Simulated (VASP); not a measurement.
Here is a VASP 6.6.1 calculation.

INCAR

```
ALGO = Normal
EDIFF = 1E-6
ENCUT = 520
GGA = PS
ISIF = 2
ISMEAR = -1
ISYM = 0
LASPH = True
LCHARG = True
LELF = True
LREAL = Auto
LUSENCCL = False
LVHAR = True
LWAVE = False
NBANDS = 326
NELM = 80
PREC = Accurate
SIGMA = 0.05
```

File KPOINTS:

```
Automatic mesh
0
Gamma
  1 1 1
  0.25 0.25 0.25
```

POSCAR

```
In3GaP4
1.0
   11.5354869967      0.0000000000      0.0000000000
    0.0000000000     11.5354869967      0.0000000000
    0.0000000000      0.0000000000     11.5354869967
In P Ga
24 32 8
Direct
    0.9984150000      0.9999750000      0.0033110000
    0.0001140000      0.0019820000      0.4992440000
    0.9982540000      0.5002980000      0.0036800000
    0.0003540000      0.4982060000      0.4986140000
    0.5025760000      0.9981200000      0.0012390000
    0.5006010000      0.0003840000      0.5011950000
    0.5032100000      0.5026920000      0.0010910000
    0.5000670000      0.5001410000      0.5014460000
    0.2477580000      0.2501480000      0.0032970000
    0.2484760000      0.0000020000      0.2529930000
    0.2506980000      0.9981860000      0.7484920000
    0.2480850000      0.5004010000      0.2533430000
    0.2509990000      0.5023640000      0.7479700000
    0.7528870000      0.0020200000      0.2510750000
    0.7511240000      0.0004010000      0.7503850000
    0.7533910000      0.4984180000      0.2508800000
    0.7509400000      0.5002870000      0.7508620000
    0.9979280000      0.2505560000      0.7483710000
    0.0001230000      0.7507450000      0.2507030000
    0.0001230000      0.7510760000      0.7507030000
    0.5030540000      0.2507040000      0.2532920000
    0.5029620000      0.2509570000      0.7480850000
    0.5002910000      0.7510610000      0.2506830000
    0.5004560000      0.7507450000      0.7506160000
    0.1163430000      0.1300730000      0.1348710000
    0.1303850000      0.1305120000      0.6203070000
    0.1306650000      0.6307260000      0.1205780000
    0.1294670000      0.6306320000      0.6184500000
    0.6309320000      0.1303990000      0.1207760000
    0.6332680000      0.1307810000      0.6179580000
    0.6329070000      0.6306770000      0.1217410000
    0.6307240000      0.6305700000      0.6205010000
    0.3769060000      0.3769100000      0.1274540000
    0.3676670000      0.3682620000      0.6178840000
    0.3680530000      0.8703510000      0.1199830000
    0.3693800000      0.8678040000      0.6181860000
    0.8765060000      0.3628930000      0.1270970000
    0.8681760000      0.3695940000      0.6182090000
    0.8679020000      0.8679440000      0.1197910000
    0.8695230000      0.8700470000      0.6184570000
    0.3700120000      0.1305100000      0.3809020000
    0.3760780000      0.1242960000      0.8748860000
    0.3695500000      0.6305510000      0.3815390000
    0.3701430000      0.6306010000      0.8808950000
    0.8760190000      0.1366180000      0.3754120000
    0.8702830000      0.1305100000      0.8812690000
    0.8702040000      0.6308130000      0.3811270000
    0.8698000000      0.6304760000      0.8817920000
    0.1223250000      0.3629340000      0.3730040000
    0.1234670000      0.3769890000      0.8738040000
    0.1301300000      0.8688900000      0.3822220000
    0.1302620000      0.8711640000      0.8820060000
    0.6319960000      0.3708700000      0.3821450000
    0.6322170000      0.3695410000      0.8822880000
    0.6315640000      0.8711270000      0.3806060000
    0.6319890000      0.8689250000      0.8806320000
    0.2468890000      0.2493460000      0.4972730000
    0.2499030000      0.7500110000      0.0002980000
    0.2496600000      0.7491370000      0.5000230000
    0.7524450000      0.2496640000      0.0029250000
    0.7522740000      0.2502190000      0.4976280000
    0.7498960000      0.7491600000      0.0003250000
    0.7498120000      0.7499880000      0.5001380000
    0.9972430000      0.2496560000      0.2527250000
```

Potentials or basis: VASP PAW PBE potentials, release 64 (In_d, P, Ga_d).

The run is started by

```sh
$ cat potpaw_PBE.64/In_d/POTCAR potpaw_PBE.64/P/POTCAR potpaw_PBE.64/Ga_d/POTCAR > POTCAR
$ mpirun -np 1 vasp_std > vasp.out
```

Problem. Estimate the band gap on the k mesh.

Solution. 1.58 eV.

Problem. Predict the largest force.

Solution. 0.083 eV/Å.

Problem. Predict the pressure.

Solution. 0.0 GPa.

Stress tensor (GPa, compression positive):
```
-0.06  0.06  0.05
 0.06 -0.02  0.06
 0.05  0.06 -0.05
```

Caveat: the PAW data sets were made with another functional, which shifts forces and pressure a little; spin-orbit coupling is left out, which moves the levels of the heavy elements; a shifted mesh leaves out Γ, where band edges can lie. A k mesh can miss the band edges.
